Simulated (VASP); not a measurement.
# InAs (pbe) (F-43m) in VASP: further runs

InAs (pbe) is run at these levels: PBE; tasks: single point, relaxation of cell and atoms.

Everything below comes from runs of VASP 6.6.1. Logs are shortened: lines on timing, memory, paths and dates and some standing lists are left out, and cuts for length are marked.

**1. The cell of the first run**

The structure is cubic, space group F-43m (No. 216). Conventional cell: a = 6.187 Å, b = 6.187 Å, c = 6.187 Å, α = 90.00°, β = 90.00°, γ = 90.00°. In (site symmetry -43m) has 4 As at 2.68 Å within 3.5 Å. Within 3.5 Å of As (site symmetry -43m) lie 4 In at 2.68 Å.

**2. Single point, PBE**

Input file INCAR:

```
SYSTEM = InAs
ALGO = Normal
EDIFF = 1E-6
ENCUT = 500
GGA = PE
GGA_COMPAT = .FALSE.
ISIF = 2
ISMEAR = 0
LASPH = .TRUE.
LCHARG = .TRUE.
LELF = .TRUE.
LREAL = .FALSE.
LVHAR = .TRUE.
LWAVE = .FALSE.
NBANDS = 16
NELM = 120
PREC = Accurate
SIGMA = 0.01
```

Input file KPOINTS:

```
k-points
0
G
  10 10 10
  0 0 0
```

Input file POSCAR:

```
InAs
1.0
    0.0000000000      3.0932599744      3.0932599744
    3.0932599744      0.0000000000      3.0932599744
    3.0932599744      3.0932599744      0.0000000000
In As
1 1
Direct
    0.0000000000      0.0000000000      0.0000000000
    0.2500000000      0.2500000000      0.2500000000
```

Potentials or basis: VASP PAW PBE potentials, release 64 (In_d, As).

Command:

```sh
cat potpaw_PBE.64/In_d/POTCAR potpaw_PBE.64/As/POTCAR > POTCAR
mpirun -np 1 vasp_std > vasp.out
```

OUTCAR:

```text
SYSTEM = InAs
   EDIFF = 1E-6
   ENCUT = 500
   GGA = PE
   ISIF = 2
   ISMEAR = 0
   LASPH = .TRUE.
   LREAL = .FALSE.
   NELM = 120
   PREC = Accurate

 ion  position               nearest neighbor table
   1  0.000  0.000  0.000-   2 2.68   2 2.68   2 2.68   2 2.68
   2  0.250  0.250  0.250-   1 2.68   1 2.68   1 2.68   1 2.68

  LATTYP: Found a face centered cubic cell.
 ALAT       =     6.1865199488

  Lattice vectors:

 A1 = (   0.0000000000,   3.0932599744,   3.0932599744)
 A2 = (   3.0932599744,   0.0000000000,   3.0932599744)
 A3 = (   3.0932599744,   3.0932599744,   0.0000000000)

Analysis of symmetry for initial positions (statically):
=====================================================================
 Subroutine PRICEL returns:
 Original cell was already a primitive cell.

 Routine SETGRP: Setting up the symmetry group for a
 face centered cubic supercell.

 Subroutine GETGRP returns: Found 24 space group operations
 (whereof 24 operations were pure point group operations)
 out of a pool of 48 trial point group operations.

The static configuration has the point symmetry T_d .

Analysis of symmetry for dynamics (positions and initial velocities):
=====================================================================
 Subroutine PRICEL returns:
 Original cell was already a primitive cell.

 Routine SETGRP: Setting up the symmetry group for a
 face centered cubic supercell.

 Subroutine GETGRP returns: Found 24 space group operations
 (whereof 24 operations were pure point group operations)
 out of a pool of 48 trial point group operations.

The dynamic configuration has the point symmetry T_d .

 Subroutine INISYM returns: Found 24 space group operations
 (whereof 24 operations are pure point group operations),
 and found     1 'primitive' translations

----------------------------------------------------------------------------------------

                                     Primitive cell

  volume of cell :      59.1942

  direct lattice vectors                    reciprocal lattice vectors
     0.000000000  3.093259974  3.093259974    -0.161641764  0.161641764  0.161641764
     3.093259974  0.000000000  3.093259974     0.161641764 -0.161641764  0.161641764
     3.093259974  3.093259974  0.000000000     0.161641764  0.161641764 -0.161641764

  length of vectors
     4.374530208  4.374530208  4.374530208     0.279971749  0.279971749  0.279971749

  position of ions in fractional coordinates (direct lattice)
     0.000000000  0.000000000  0.000000000
     0.250000000  0.250000000  0.250000000

  ion indices of the primitive-cell ions
   primitive index   ion index
                 1           1
                 2           2

----------------------------------------------------------------------------------------

 KPOINTS: k-points

Automatic generation of k-mesh.
 Grid dimensions read from file:
 generate k-points for:   10   10   10

 Generating k-lattice:

  Cartesian coordinates                     Fractional coordinates (reciprocal lattice)
    -0.016164176  0.016164176  0.016164176     0.100000000  0.000000000  0.000000000
     0.016164176 -0.016164176  0.016164176     0.000000000  0.100000000  0.000000000
     0.016164176  0.016164176 -0.016164176     0.000000000  0.000000000  0.100000000

  Length of vectors
     0.027997175  0.027997175  0.027997175

  Shift w.r.t. Gamma in fractional coordinates (k-lattice)
     0.000000000  0.000000000  0.000000000

 Subroutine IBZKPT returns following result:
 ===========================================

 Found     47 irreducible k-points:

 Following reciprocal coordinates:
            Coordinates               Weight
  0.000000  0.000000  0.000000      1.000000
  0.100000  0.000000  0.000000      8.000000
  0.200000  0.000000  0.000000      8.000000
  0.300000  0.000000  0.000000      8.000000
  0.400000  0.000000  0.000000      8.000000
  0.500000  0.000000  0.000000      4.000000
[... 16 lines left out ...]
  0.300000  0.300000  0.000000      6.000000
  0.400000  0.300000  0.000000     24.000000
 [... further k-points ...]
   k-points           NKPTS =     47   k-points in BZ     NKDIM =     47   number of bands    NBANDS=     16
   number of dos      NEDOS =    301   number of ions     NIONS =      2
   total plane-waves  NPLWV =  32768
   dimension x,y,z NGX =    32 NGY =   32 NGZ =   32
   dimension x,y,z NGXF=    64 NGYF=   64 NGZF=   64
   ions per type =               1   1
   NGX,Y,Z   is equivalent  to a cutoff of  12.16, 12.16, 12.16 a.u.
   NGXF,Y,Z  is equivalent  to a cutoff of  24.32, 24.32, 24.32 a.u.
 SYSTEM =  InAs
   PREC   = accura    normal or accurate (medium, high low for compatibility)
   ISTART =      0    job   : 0-new  1-cont  2-samecut
   ICHARG =      2    charge: 1-file 2-atom 10-const
   ISPIN  =      1    spin polarized calculation?
   LNONCOLLINEAR =      F non collinear calculations
   LSORBIT =      F    spin-orbit coupling
   LASPH  =      T    aspherical Exc in radial PAW
   ENCUT  =  500.0 eV  36.75 Ry    6.06 a.u.   7.98  7.98  7.98*2*pi/ulx,y,z
   NELM   =    120;   NELMIN=  2; NELMDL= -5     # of ELM steps
   EDIFF  = 0.1E-05   stopping-criterion for ELM
   LREAL  =      F    real-space projection
   EDIFFG = 0.1E-04   stopping-criterion for IOM
   NSW    =      0    number of steps for IOM
   IBRION =     -1    ionic relax: 0-MD 1-quasi-New 2-CG
   NFREE  =      0    steps in history (QN), initial steepest desc. (CG)
   ISIF   =      2    stress and relaxation
   ISYM   =      2    0-nonsym 1-usesym 2-fastsym
   POTIM  = 0.5000    time-step for ionic-motion
   TEBEG  =    0.0;   TEEND  =   0.0 temperature during run
   PSTRESS=    0.0 pullay stress
   NELECT =      18.0000    total number of electrons
   NUPDOWN=      -1.0000    fix difference up-down
   EMIN   =  10.00;   EMAX   =-10.00  energy-range for DOS
   EFERMI =   0.00;   METHOD = LEGACY
   ISMEAR =     0;   SIGMA  =   0.01  broadening in eV -4-tet -1-fermi 0-gaus
   EFERMI_NEDOS =   21; number of points for ismear=-14 and -15
   IALGO  =     38    algorithm
   IMIX   =      4    mixing-type and parameters
     AMIX     =   0.40;   BMIX     =  1.00
     AMIX_MAG =   1.60;   BMIX_MAG =  1.00
  volume/ion in A,a.u.               =      29.60       199.73
  Fermi-wavevector in a.u.,A,eV,Ry     =   1.100878  2.080358 16.489345  1.211933
  Thomas-Fermi vector in A             =   2.237296
   LORBIT       =      0    0 simple, 1 ext, 2 COOP (PROOUT), +10 PAW based schemes
   GGA     = PE    functional components
   LHFCALC =     F    Hartree Fock is set to
   AEXX    =    0.0000 exact exchange contribution
   IVDW    =     0    specifies the selected vdW correction
   LEPSILON=     F    determine dielectric tensor
   LRPA    =     F    only Hartree local field effects (RPA)
 non-spin polarized calculation
 Gauss-broadening in eV      SIGMA  =   0.01
  energy-cutoff  :      500.00
  volume of cell :       59.19
 maximum number of plane-waves:      1524
   NGX = 15   NGY = 15   NGZ = 15

 number of electron      18.0000010 magnetization

 Free energy of the ion-electron system (eV)
  ---------------------------------------------------
  ext. energy  EPLUGINS =         0.00000000
  ---------------------------------------------------
  free energy    TOTEN  =        -7.71901895 eV

  energy without entropy =       -7.71900353  energy(sigma->0) =       -7.71901124

 E-fermi :   3.8438     XC(G=0):  -8.7964

 val. band max:        3.8407599797   @ k =   0.0000   0.0000   0.0000
 cond. band min:       4.5866650781   @ k =   0.1000   0.0000   0.0000
 fundamental gap:      0.7459050983
 Fermi energy:         3.8438055249

 k-point     1 :       0.0000    0.0000    0.0000
  band No.  band energies     occupation
      1     -10.4263      2.00000
      2     -10.4263      2.00000
      3     -10.4263      2.00000
      4     -10.3265      2.00000
      5     -10.3265      2.00000
      6      -7.6007      2.00000
[... 8 lines left out ...]
     15      13.3459      0.00000
     16      13.3459      0.00000

 k-point     2 :       0.1000    0.0000    0.0000
  band No.  band energies     occupation
      1     -10.4359      2.00000
      2     -10.4233      2.00000
      3     -10.4233      2.00000
      4     -10.3266      2.00000
      5     -10.3266      2.00000
      6      -7.5091      2.00000
[... 8 lines left out ...]
     15      12.7053      0.00000
     16      12.7053      0.00000

 k-point     3 :       0.2000    0.0000    0.0000
  band No.  band energies     occupation
      1     -10.4601      2.00000
      2     -10.4160      2.00000
      3     -10.4160      2.00000
      4     -10.3262      2.00000
      5     -10.3262      2.00000
      6      -7.2496      2.00000
[... 8 lines left out ...]
     15      12.2714      0.00000
     16      12.2714      0.00000

 k-point     4 :       0.3000    0.0000    0.0000
  band No.  band energies     occupation
      1     -10.4887      2.00000
      2     -10.4082      2.00000
      3     -10.4082      2.00000
      4     -10.3243      2.00000
      5     -10.3243      2.00000
      6      -6.8748      2.00000
[... 8 lines left out ...]
     15      12.5274      0.00000
     16      12.5274      0.00000
[... 324 lines left out ...]
 k-point    22 :      -0.2000    0.2000    0.0000
  band No.  band energies     occupation
      1     -10.4982      2.00000
      2     -10.4038      2.00000
      3     -10.4013      2.00000
      4     -10.3295      2.00000
      5     -10.3225      2.00000
      6      -6.7463      2.00000
[... 8 lines left out ...]
     15      13.3818      0.00000
     16      14.1189      0.00000

 k-point    23 :       0.3000    0.3000    0.0000
  band No.  band energies     occupation
      1     -10.5243      2.00000
      2     -10.3854      2.00000
      3     -10.3854      2.00000
      4     -10.3441      2.00000
      5     -10.3147      2.00000
      6      -6.6283      2.00000
[... 8 lines left out ...]
     15      14.2713      0.00000
     16      15.2940      0.00000

 k-point    24 :       0.4000    0.3000    0.0000
  band No.  band energies     occupation
      1     -10.5404      2.00000
      2     -10.3795      2.00000
      3     -10.3777      2.00000
      4     -10.3461      2.00000
      5     -10.3129      2.00000
      6      -6.3280      2.00000
[... 8 lines left out ...]
     15      14.7111      0.00000
     16      15.4774      0.00000

 [... further k-points ...]
[... 5 lines left out ...]
  --------------------------------------------------------------------------------------
  -------------------------------------------------------------------------------------
  Total        0.0166508      0.0166508      0.0166508     -0.0000000      0.0000000     -0.0000000
  in kB        0.4506767      0.4506767      0.4506767     -0.0000000      0.0000000     -0.0000000
  external PRESSURE =       0.4506767 kB  Pullay stress =       0.0000000 kB

 VOLUME and BASIS-vectors are now :
 -----------------------------------------------------------------------------
  energy-cutoff  :      500.00
  volume of cell :       59.19
      direct lattice vectors                 reciprocal lattice vectors
     0.000000000  3.093259974  3.093259974    -0.161641764  0.161641764  0.161641764
     3.093259974  0.000000000  3.093259974     0.161641764 -0.161641764  0.161641764
     3.093259974  3.093259974  0.000000000     0.161641764  0.161641764 -0.161641764

 POSITION                                       TOTAL-FORCE (eV/Angst)
 -----------------------------------------------------------------------------------
      0.00000      0.00000      0.00000        -0.000000      0.000000     -0.000000
      1.54663      1.54663      1.54663         0.000000     -0.000000      0.000000
 -----------------------------------------------------------------------------------
    total drift:                               -0.000000     -0.000000      0.000000

  FREE ENERGIE OF THE ION-ELECTRON SYSTEM (eV)
  ---------------------------------------------------
  free  energy   TOTEN  =        -7.7190189541 eV

  energy  without entropy=       -7.7190035279  energy(sigma->0) =       -7.71901124
```

Wall time 67 s (1 thread of AMD EPYC 7R13, shared host); peak memory 0.17 GiB.

What came out:

- Free energy: -7.7190 eV
- Pressure: 0.0 GPa
- Band gap on the k mesh: zero (filled and empty bands touch)

Caveat: spin-orbit coupling is left out, which moves the levels of the heavy elements.

**3. Relaxation of cell and atoms, PBE**

This run uses another cell than the first one, of 27.79 Å³/atom, 0.939 times its volume.

Input file INCAR:

```
  PREC = Accurate
  ENCUT = 500
  EDIFF = 1E-7
  ISMEAR = 0
  SIGMA = 0.1
  LREAL = F
  LASPH = T
  NELM = 120
  ALGO = Normal
  ISIF = 3
  LWAVE = F
  LCHARG = F
  GGA = PE
  IBRION = 2
  NSW = 100
  EDIFFG = -0.002
  GGA_COMPAT = F
  NELMIN = 4
```

Input file KPOINTS:

```
regular mesh
0
Gamma
  10 10 10
```

Input file POSCAR:

```
InAs
1.0
    0.0000000000      3.0290000000      3.0290000000
    3.0290000000      0.0000000000      3.0290000000
    3.0290000000      3.0290000000      0.0000000000
In As
1 1
Direct
    0.0000000000      0.0000000000      0.0000000000
    0.2500000000      0.2500000000      0.2500000000
```

Potentials or basis: VASP PAW PBE potentials, release 64 (In_d, As).

Command:

```sh
cat potpaw_PBE.64/In_d/POTCAR potpaw_PBE.64/As/POTCAR > POTCAR
mpirun -np 1 vasp_std > vasp.out
```

Wall time 3.1 min (1 thread of AMD EPYC 7R13, shared host); peak memory 0.18 GiB.

The run converged. Its results:

```
Free energy                            : -7.7186 eV
Relaxed volume                         : 29.63 Å³/atom
Relaxed cell                           : a = 4.376 Å, b = 4.376 Å, c = 4.376 Å, α = 60.00°, β = 60.00°, γ = 60.00°
Space group after relaxing (to 0.05 Å) : F-43m (No. 216)
Energy gained by relaxing              : 19.5 meV/atom
Ionic steps                            : 3
Pressure after relaxing                : 0.0 GPa
Band gap on the k mesh                 : zero (filled and empty bands touch)
```

Step by step:
```csv
step,energy change (eV),largest force (eV/Å),pressure (GPa),volume (Å³)
1,0.0000,0.0000,3.62,55.58
2,-0.0334,0.0000,-1.16,60.79
3,-0.0391,0.0000,0.01,59.25
```

Final structure:
```
In As
1.0
     0.00000    3.09426    3.09426
     3.09426    0.00000    3.09426
     3.09426    3.09426    0.00000
In As
1 1
Direct
  0.00000 0.00000 0.00000
  0.25000 0.25000 0.25000
```

Levels at points of the mesh, in eV from the Fermi level:
```tsv
k point	band 6	band 7	band 8	band 9	band 10	band 11	band 12	band 13
(0.00, 0.00, 0.00)	-11.48	-0.59	-0.05	-0.05	-0.05	3.83	3.83	3.83
(0.50, 0.00, 0.00)	-10.22	-5.48	-0.94	-0.94	0.76	4.59	4.59	6.70
(0.50, 0.50, 0.00)	-9.75	-5.60	-2.15	-2.15	1.61	1.99	8.70	8.75
```

Caveat: spin-orbit coupling is left out, which moves the levels of the heavy elements.
